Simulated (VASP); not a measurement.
A run of VASP 6.6.1 is set up as follows.

The input POSCAR:

```
WSe2
1.0
    3.2997376807      0.0000000000      0.0000000000
   -1.6498688403      2.8576566573      0.0000000000
    0.0000000000      0.0000000000     12.8801284406
W Se
2 4
Direct
    0.6666666667      0.3333333333      0.2500259670
    0.3333333333      0.6666666667      0.7499740330
    0.3333333333      0.6666666667      0.3790873480
    0.6666666667      0.3333333333      0.8790366953
    0.3333333333      0.6666666667      0.1209633047
    0.6666666667      0.3333333333      0.6209126520
```

The input INCAR.step1:

```
ALGO = Normal
EDIFF = 1E-4
ENCUT = 520
GGA = PE
ISMEAR = 0
LASPH = True
LCHARG = False
LREAL = False
LWAVE = True
NBANDS = 35
NELM = 80
PREC = Accurate
SIGMA = 0.01
```

Contents of INCAR.step2:

```
ALGO = Normal
EDIFF = 1E-6
ENCUT = 520
ISIF = 2
ISMEAR = 0
ISTART = 1
LASPH = True
LCHARG = True
LELF = True
LMIXTAU = True
LREAL = False
LVHAR = True
LWAVE = False
METAGGA = R2SCAN
NBANDS = 35
NELM = 80
PREC = Accurate
SIGMA = 0.01
```

The input KPOINTS:

```
k-points
0
Gamma
  12 12 2
```

Potentials or basis: VASP PAW PBE potentials, release 64 (W_sv, Se).

Run with:

```sh
$ cat potpaw_PBE.64/W_sv/POTCAR potpaw_PBE.64/Se/POTCAR > POTCAR
$ cp INCAR.step1 INCAR
$ mpirun -np 1 vasp_std > vasp.out
$ cp INCAR.step2 INCAR
$ mpirun -np 1 vasp_std > vasp.out
```

Question: Estimate the largest force.

Answer: 0.006 eV/Å.

Question: Estimate the band gap on the k mesh.

Answer: 1.06 eV (least direct gap 1.59 eV).

Question: What does it give for the pressure?

Answer: 2.3 GPa.

Forces in eV/Å, atoms in the order of the input:
```
W    0.000  0.000  0.000
W    0.000  0.000  0.000
Se   0.000  0.000  0.006
Se   0.000  0.000  0.006
Se   0.000  0.000 -0.006
Se   0.000  0.000 -0.006
```

Caveat: the cell differs from its parent crystal (uniaxial z strain -2.0%); the PAW data sets were made with another functional, which shifts forces and pressure a little; spin-orbit coupling is left out, which moves the levels of the heavy elements. A k mesh can miss the band edges.
